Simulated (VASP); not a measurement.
The system is PbS2.

```xyz
3
Lattice="1.9099 1.1027 5.8974 -1.9099 1.1027 5.8974 0.0000 -2.2053 5.8974" Properties=species:S:1:pos:R:3 pbc="T T T"
Pb    0.0000    0.0000    0.0000
S     0.0000    0.0000    4.3743
S     0.0000    0.0000   13.3179
```

Base run:

* Program: VASP 6.6.1
* Functional: PBEsol
* Potentials or basis: VASP PAW PBE potentials, release 64 (Pb_d, S)
* Cutoff: 520 eV
* k mesh: 6 × 6 × 6
* Occupations: fermi-dirac, width 0.02 eV
* Spin: no spin polarisation

Its results: band gap on the k mesh 0.06 eV, indirect (least direct gap 0.27 eV); pressure -0.2 GPa; largest force 0.037 eV/Å.

The run is repeated on the same cell with these changes: functional from PBEsol to r2SCAN. What comes out?

Band gap on the k mesh 0.22 eV, indirect (least direct gap 0.37 eV); pressure 0.9 GPa; largest force 0.024 eV/Å.

r2SCAN gives the wider gap, since meta-GGAs in the generalised Kohn-Sham scheme recover part of the derivative discontinuity.

Caveats: the PAW data sets were made with another functional, which shifts forces and pressure a little; spin-orbit coupling is left out, which moves the levels of the heavy elements.

A k mesh can miss the band edges.
